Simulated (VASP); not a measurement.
Wanted: the native input for a VASP 6.6.1 run.

* Task: single point
* Functional: PBE
* Potentials or basis: VASP PAW PBE potentials, release 64 (Hf_pv)
* Cutoff: 520 eV
* k mesh: 16 × 16 × 16
* Occupations: gaussian, width 0.1 eV
* Spin: no spin polarisation
* Dipole correction: no
* Further INCAR settings: ALGO = Normal; EDIFF = 1e-07; NBANDS = 11

The structure of Hf lies in POSCAR:

```
Hf
1.0
   -1.8268224500      1.8268224500      1.8268224500
    1.8268224500     -1.8268224500      1.8268224500
    1.8268224500      1.8268224500     -1.8268224500
Hf
1
Direct
    0.0000000000      0.0000000000      0.0000000000
```

This cell differs from its parent crystal: strained.

One way to write it, as run:

INCAR

```
PREC = Accurate
ENCUT = 520
EDIFF = 1E-7
ISMEAR = 0
SIGMA = 0.1
LREAL = False
LASPH = True
NELM = 80
ALGO = Normal
ISIF = 2
LWAVE = False
LCHARG = False
GGA = PE
NBANDS = 11
```

KPOINTS

```
Automatic mesh
0
Gamma
  16 16 16
```

Potentials or basis: VASP PAW PBE potentials, release 64 (Hf_pv).

The run is started by

```bash
$ cat potpaw_PBE.64/Hf_pv/POTCAR > POTCAR
$ mpirun -np 1 vasp_std > vasp.out
```

Results of the run:

| Quantity | Value |
| --- | --- |
| Pressure | -8.2 GPa |
| Band gap on the k mesh | zero (band 5 reaches 5.46 eV, above the bottom of band 6 at 3.34 eV) |

Caveat: the cell differs from its parent crystal (strained); spin-orbit coupling is left out, which moves the levels of the heavy elements.

Wall time 32 s on 1 thread of AMD EPYC 9R45 (Zen 5), with other jobs on the host, peak memory 0.13 GiB.
